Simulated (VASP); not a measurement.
# Pb (I4/mmm) in VASP: further runs

Runs on Pb. Level: LDA. Tasks: single point.

Everything below comes from runs of VASP 6.6.1. Logs are shortened: lines on timing, memory, paths and dates and some standing lists are left out, and cuts for length are marked.

## Step 1: The cell of the first run

Symmetry: I4/mmm, No. 139, tetragonal system. The conventional cell has a = 3.213 Å, b = 3.213 Å, c = 4.940 Å, α = 90.00°, β = 90.00°, γ = 90.00°. Within 4.2 Å of Pb (site symmetry 4/mmm) lie 12 Pb at 3.21 to 3.36 Å.

## Step 2: Single point, LDA (strain -0.080 along x and y, +0.000 along z)

Input file INCAR:

```
PREC = Accurate
ENCUT = 520
EDIFF = 1E-6
ISMEAR = 0
SIGMA = 0.15
LREAL = F
LASPH = T
NELM = 100
ALGO = Fast
ISIF = 2
LWAVE = F
LCHARG = F
NBANDS = 13
```

Input file KPOINTS:

```
regular mesh
0
Gamma
  16 16 16
```

Input file POSCAR:

```
Pb
1.0
    0.0000000000      2.2722160000      2.4698000000
    2.2722160000      0.0000000000      2.4698000000
    2.2722160000      2.2722160000      0.0000000000
Pb
1
Direct
    0.0000000000      0.0000000000      0.0000000000
```

Potentials or basis: VASP PAW LDA potentials, release 64 (Pb_d).

Started as:

```
$ cat potpaw_LDA.64/Pb_d/POTCAR > POTCAR
$ mpirun -np 1 vasp_std > vasp.out
```

OUTCAR:

```text
PREC = Accurate
   ENCUT = 520
   EDIFF = 1E-6
   ISMEAR = 0
   LREAL = F
   LASPH = T
   NELM = 100
   ISIF = 2

 ion  position               nearest neighbor table
   1  0.000  0.000  0.000-

  LATTYP: Found a body centered tetragonal cell.
 ALAT       =     3.2133986838
 C/A-ratio  =     1.5371886548

  Lattice vectors:

 A1 = (  -2.2722160000,   0.0000000000,   2.4698000000)
 A2 = (   2.2722160000,   0.0000000000,   2.4698000000)
 A3 = (   0.0000000000,   2.2722160000,  -2.4698000000)

Analysis of symmetry for initial positions (statically):
=====================================================================
 Subroutine PRICEL returns:
 Original cell was already a primitive cell.

 Routine SETGRP: Setting up the symmetry group for a
 body centered tetragonal supercell.

 Subroutine GETGRP returns: Found 16 space group operations
 (whereof 16 operations were pure point group operations)
 out of a pool of 16 trial point group operations.

The static configuration has the point symmetry D_4h.

Analysis of symmetry for dynamics (positions and initial velocities):
=====================================================================
 Subroutine PRICEL returns:
 Original cell was already a primitive cell.

 Routine SETGRP: Setting up the symmetry group for a
 body centered tetragonal supercell.

 Subroutine GETGRP returns: Found 16 space group operations
 (whereof 16 operations were pure point group operations)
 out of a pool of 16 trial point group operations.

The dynamic configuration has the point symmetry D_4h.

 Subroutine INISYM returns: Found 16 space group operations
 (whereof 16 operations are pure point group operations),
 and found     1 'primitive' translations

----------------------------------------------------------------------------------------

                                     Primitive cell

  volume of cell :      25.5030

  direct lattice vectors                    reciprocal lattice vectors
     0.000000000  2.272216000  2.469800000    -0.220049502  0.220049502  0.202445542
     2.272216000  0.000000000  2.469800000     0.220049502 -0.220049502  0.202445542
     2.272216000  2.272216000  0.000000000     0.220049502  0.220049502 -0.202445542

  length of vectors
     3.356021095  3.356021095  3.213398684     0.371251619  0.371251619  0.371251619

  position of ions in fractional coordinates (direct lattice)
     0.000000000  0.000000000  0.000000000

  ion indices of the primitive-cell ions
   primitive index   ion index
                 1           1

----------------------------------------------------------------------------------------

 KPOINTS: regular mesh

Automatic generation of k-mesh.
 Grid dimensions read from file:
 generate k-points for:   16   16   16

 Generating k-lattice:

  Cartesian coordinates                     Fractional coordinates (reciprocal lattice)
    -0.013753094  0.013753094  0.012652846     0.062500000  0.000000000  0.000000000
     0.013753094 -0.013753094  0.012652846     0.000000000  0.062500000  0.000000000
     0.013753094  0.013753094 -0.012652846    -0.000000000 -0.000000000  0.062500000

  Length of vectors
     0.023203226  0.023203226  0.023203226

  Shift w.r.t. Gamma in fractional coordinates (k-lattice)
     0.000000000  0.000000000  0.000000000

 Subroutine IBZKPT returns following result:
 ===========================================

 Found    349 irreducible k-points:

 Following reciprocal coordinates:
            Coordinates               Weight
  0.000000  0.000000  0.000000      1.000000
  0.062500 -0.000000  0.000000      8.000000
  0.125000 -0.000000  0.000000      8.000000
  0.187500 -0.000000  0.000000      8.000000
  0.250000 -0.000000  0.000000      8.000000
  0.312500  0.000000  0.000000      8.000000
[... 16 lines left out ...]
 -0.125000  0.062500  0.000000      8.000000
 -0.062500  0.062500  0.000000      4.000000
 [... further k-points ...]
   k-points           NKPTS =    349   k-points in BZ     NKDIM =    349   number of bands    NBANDS=     13
   number of dos      NEDOS =    301   number of ions     NIONS =      1
   total plane-waves  NPLWV =  18816
   dimension x,y,z NGX =    28 NGY =   28 NGZ =   24
   dimension x,y,z NGXF=    56 NGYF=   56 NGZF=   48
   ions per type =               1
   NGX,Y,Z   is equivalent  to a cutoff of  13.87, 13.87, 12.42 a.u.
   NGXF,Y,Z  is equivalent  to a cutoff of  27.74, 27.74, 24.83 a.u.
 SYSTEM =  unknown system
   PREC   = accura    normal or accurate (medium, high low for compatibility)
   ISTART =      0    job   : 0-new  1-cont  2-samecut
   ICHARG =      2    charge: 1-file 2-atom 10-const
   ISPIN  =      1    spin polarized calculation?
   LNONCOLLINEAR =      F non collinear calculations
   LSORBIT =      F    spin-orbit coupling
   LASPH  =      T    aspherical Exc in radial PAW
   ENCUT  =  520.0 eV  38.22 Ry    6.18 a.u.   6.24  6.24  5.97*2*pi/ulx,y,z
   NELM   =    100;   NELMIN=  2; NELMDL= -5     # of ELM steps
   EDIFF  = 0.1E-05   stopping-criterion for ELM
   LREAL  =      F    real-space projection
   EDIFFG = 0.1E-04   stopping-criterion for IOM
   NSW    =      0    number of steps for IOM
   IBRION =     -1    ionic relax: 0-MD 1-quasi-New 2-CG
   NFREE  =      0    steps in history (QN), initial steepest desc. (CG)
   ISIF   =      2    stress and relaxation
   ISYM   =      2    0-nonsym 1-usesym 2-fastsym
   POTIM  = 0.5000    time-step for ionic-motion
   TEBEG  =    0.0;   TEEND  =   0.0 temperature during run
   PSTRESS=    0.0 pullay stress
   NELECT =      14.0000    total number of electrons
   NUPDOWN=      -1.0000    fix difference up-down
   EMIN   =  10.00;   EMAX   =-10.00  energy-range for DOS
   EFERMI =   0.00;   METHOD = LEGACY
   ISMEAR =     0;   SIGMA  =   0.15  broadening in eV -4-tet -1-fermi 0-gaus
   EFERMI_NEDOS =   21; number of points for ismear=-14 and -15
   IALGO  =     68    algorithm
   IMIX   =      4    mixing-type and parameters
     AMIX     =   0.40;   BMIX     =  1.00
     AMIX_MAG =   1.60;   BMIX_MAG =  1.00
  volume/ion in A,a.u.               =      25.50       172.10
  Fermi-wavevector in a.u.,A,eV,Ry     =   1.340460  2.533102 24.447395  1.796833
  Thomas-Fermi vector in A             =   2.468771
   LORBIT       =      0    0 simple, 1 ext, 2 COOP (PROOUT), +10 PAW based schemes
   GGA     = CA    functional components
   LHFCALC =     F    Hartree Fock is set to
   AEXX    =    0.0000 exact exchange contribution
   IVDW    =     0    specifies the selected vdW correction
   LEPSILON=     F    determine dielectric tensor
   LRPA    =     F    only Hartree local field effects (RPA)
 non-spin polarized calculation
 RMM-DIIS sequential band-by-band and
 Gauss-broadening in eV      SIGMA  =   0.15
  energy-cutoff  :      520.00
  volume of cell :       25.50
 maximum number of plane-waves:       713
 NGX is ok and might be reduce to    28
   NGX = 13   NGY = 13   NGZ = 11

 number of electron      13.9999999 magnetization

 Free energy of the ion-electron system (eV)
  ---------------------------------------------------
  ext. energy  EPLUGINS =         0.00000000
  ---------------------------------------------------
  free energy    TOTEN  =        -4.15375214 eV

  energy without entropy =       -4.14943576  energy(sigma->0) =       -4.15159395

 E-fermi :   9.2549     XC(G=0): -11.3096

 val. band max:        9.2336816397   @ k =   0.3750   0.0000   0.2500
 cond. band min:       9.2568827640   @ k =  -0.2500   0.2500   0.0000
 fundamental gap:      0.0232011243
 Fermi energy:         9.2549065237

 k-point     1 :       0.0000    0.0000    0.0000
  band No.  band energies     occupation
      1      -8.1882      2.00000
      2      -8.0072      2.00000
      3      -8.0072      2.00000
      4      -7.9131      2.00000
      5      -7.7562      2.00000
      6      -3.9429      2.00000
      7      17.8628      0.00000
      8      17.8628      0.00000
      9      18.0647      0.00000
     10      19.0723      0.00000
     11      22.4230      0.00000
     12      22.8919      0.00000
     13      23.1112      0.00000

 k-point     2 :       0.0625   -0.0000    0.0000
  band No.  band energies     occupation
      1      -8.1787      2.00000
      2      -8.0078      2.00000
      3      -7.9987      2.00000
      4      -7.9110      2.00000
      5      -7.7598      2.00000
      6      -3.8533      2.00000
      7      16.8248      0.00000
      8      17.8012      0.00000
      9      17.8342      0.00000
     10      18.9927      0.00000
     11      22.1445      0.00000
     12      23.1042      0.00000
     13      23.2765      0.00000

 k-point     3 :       0.1250   -0.0000    0.0000
  band No.  band energies     occupation
      1      -8.1565      2.00000
      2      -8.0132      2.00000
      3      -7.9767      2.00000
      4      -7.8982      2.00000
      5      -7.7682      2.00000
      6      -3.5826      2.00000
      7      14.6983      0.00000
      8      17.3667      0.00000
      9      17.6348      0.00000
     10      18.9561      0.00000
     11      21.5688      0.00000
     12      23.3680      0.00000
     13      23.7112      0.00000
[... 305 lines left out ...]
 k-point    23 :      -0.1250    0.0625    0.0000
  band No.  band energies     occupation
      1      -8.1166      2.00000
      2      -8.0377      2.00000
      3      -7.9642      2.00000
      4      -7.8650      2.00000
      5      -7.7943      2.00000
      6      -3.3442      2.00000
      7      13.7310      0.00000
      8      15.7173      0.00000
      9      18.2139      0.00000
     10      19.4065      0.00000
     11      22.5525      0.00000
     12      22.8208      0.00000
     13      23.4160      0.00000

 k-point    24 :      -0.0625    0.0625    0.0000
  band No.  band energies     occupation
      1      -8.1467      2.00000
      2      -8.0230      2.00000
      3      -7.9883      2.00000
      4      -7.8950      2.00000
      5      -7.7759      2.00000
      6      -3.6904      2.00000
      7      15.7096      0.00000
      8      16.6562      0.00000
      9      18.1022      0.00000
     10      19.1470      0.00000
     11      22.7373      0.00000
     12      22.8707      0.00000
     13      23.1773      0.00000

 [... further k-points ...]
[... 5 lines left out ...]
  --------------------------------------------------------------------------------------
  -------------------------------------------------------------------------------------
  Total        1.6599439      1.6599439      1.2476823      0.0000000      0.0000000     -0.0000000
  in kB      104.2828739    104.2828739     78.3833080      0.0000000      0.0000000     -0.0000000
  external PRESSURE =      95.6496853 kB  Pullay stress =       0.0000000 kB

 VOLUME and BASIS-vectors are now :
 -----------------------------------------------------------------------------
  energy-cutoff  :      520.00
  volume of cell :       25.50
      direct lattice vectors                 reciprocal lattice vectors
     0.000000000  2.272216000  2.469800000    -0.220049502  0.220049502  0.202445542
     2.272216000  0.000000000  2.469800000     0.220049502 -0.220049502  0.202445542
     2.272216000  2.272216000  0.000000000     0.220049502  0.220049502 -0.202445542

 POSITION                                       TOTAL-FORCE (eV/Angst)
 -----------------------------------------------------------------------------------
      0.00000      0.00000      0.00000         0.000000      0.000000      0.000000
 -----------------------------------------------------------------------------------
    total drift:                                0.000000     -0.000000     -0.000000

  FREE ENERGIE OF THE ION-ELECTRON SYSTEM (eV)
  ---------------------------------------------------
  free  energy   TOTEN  =        -4.1537521450 eV

  energy  without entropy=       -4.1494357568  energy(sigma->0) =       -4.15159395
```

It took 97 s on 1 thread of Intel Xeon 6975P-C, shared host; peak memory 0.22 GiB.

Results:

```
Free energy            : -4.1538 eV
Pressure               : 9.6 GPa
Band gap on the k mesh : zero (band 7 reaches 17.86 eV, above the bottom of band 8 at 6.81 eV)
```

Caveat: the cell differs from its parent crystal (strain -0.080 along x and y, +0.000 along z); spin-orbit coupling is left out, which moves the levels of the heavy elements.

## Step 3: Single point, LDA (strain -0.040 along x and y, -0.080 along z)

Input file INCAR:

```
SYSTEM = Pb
PREC = Accurate
ENCUT = 520
EDIFF = 1E-6
ISMEAR = 0
SIGMA = 0.15
LREAL = .False.
LASPH = .True.
NELM = 80
ALGO = Normal
ISIF = 2
LWAVE = .False.
LCHARG = .True.
LELF = .True.
LVHAR = .True.
NBANDS = 13
```

Input file KPOINTS:

```
regular mesh
0
Gamma
  16 16 16
  0 0 0
```

Input file POSCAR:

```
Pb
1.0
    0.0000000000      2.3710080000      2.2722160000
    2.3710080000      0.0000000000      2.2722160000
    2.3710080000      2.3710080000      0.0000000000
Pb
1
Direct
    0.0000000000      0.0000000000      0.0000000000
```

Potentials or basis: VASP PAW LDA potentials, release 64 (Pb_d).

Started as:

```
$ cat potpaw_LDA.64/Pb_d/POTCAR > POTCAR
$ mpirun -np 1 vasp_std > vasp.out
```

Run time: 51 s. Hardware: 1 thread of Intel Xeon 6975P-C, shared host; peak memory 0.22 GiB.

The run converged. Its results:

| Item | Value |
| --- | --- |
| Free energy | -4.1636 eV |
| Pressure | 9.3 GPa |
| Band gap on the k mesh | zero (band 7 reaches 17.80 eV, above the bottom of band 8 at 6.98 eV) |

Stress tensor (GPa, compression positive):
```
9.18 0.00 0.00
0.00 9.18 0.00
0.00 0.00 9.69
```

Levels at points of the mesh, in eV from the Fermi level:
| k point | band 5 | band 6 | band 7 | band 8 | band 9 | band 10 |
| --- | --- | --- | --- | --- | --- | --- |
| (0.00, 0.00, 0.00) | -17.01 | -13.15 | 8.60 | 8.72 | 8.72 | 9.80 |
| (0.50, 0.00, 0.00) | -16.81 | -8.40 | -5.20 | 6.03 | 6.75 | 9.39 |
| (0.50, 0.50, 0.00) | -16.77 | -6.15 | -3.81 | 1.72 | 1.72 | 5.60 |
| (0.50, 0.00, 0.50) | -16.75 | -6.76 | -4.23 | 2.18 | 2.45 | 6.19 |

Caveat: the cell differs from its parent crystal (strain -0.040 along x and y, -0.080 along z); spin-orbit coupling is left out, which moves the levels of the heavy elements.

(Continued in part 2 of 2.)
